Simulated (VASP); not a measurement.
**ScHO2: single point with LDA**

The system is ScHO2.

```
Sc H O
1.0
     1.66215    0.95964    4.28593
    -1.66215    0.95964    4.28593
     0.00000   -1.91929    4.28593
Sc H O
1 1 2
Direct
  0.00000 0.00000 0.00000
  0.50000 0.50000 0.50000
  0.58970 0.58970 0.58970
  0.41030 0.41030 0.41030
```

This cell differs from its parent crystal: ratio of the length along z to the lengths across it x 0.92, volume and fractional coordinates fixed.

```json
{
 "Program": "VASP 6.6.1",
 "Task": "single point",
 "Functional": "LDA",
 "Potentials or basis": "VASP PAW LDA potentials, release 64 (Sc_sv, H, O)",
 "Cutoff": "520 eV",
 "k mesh": "9 × 9 × 9",
 "Occupations": "gaussian, width 0.05 eV",
 "Spin": "no spin polarisation",
 "Dipole correction": "no",
 "Further INCAR settings": "ALGO = Normal; EDIFF = 1e-06; NBANDS = 20"
}
```

```yaml
Pressure: -6.2 GPa
Largest_force: 1.800 eV/Å
Band_gap_on_the_k_mesh: 3.60 eV (least direct gap 3.79 eV)
```

Forces in eV/Å, atoms in the order of the input:
```
Sc   0.000  0.000  0.000
H    0.000  0.000  0.000
O    0.000  0.000  1.800
O    0.000  0.000 -1.800
```

Stress tensor (GPa, compression positive):
```
-15.64   0.00   0.00
  0.00 -15.64   0.00
  0.00   0.00  12.72
```

Levels at points of the mesh, in eV from the valence-band top:
```csv
k point,band 10,band 11,band 12,band 13,band 14,band 15
"(0.00, 0.00, 0.00)",-0.99,-0.99,-0.10,3.69,4.23,4.23
```

It took 2.9 min on 1 thread of Intel Xeon 8259CL, on a shared host, peak memory 0.22 GiB.

Caveat: the stress differs along the axes, from -16 to 13 GPa; forces of over 1 eV/Å act on the atoms, so gaps and moduli don't describe the material at rest. A k mesh can miss the band edges.
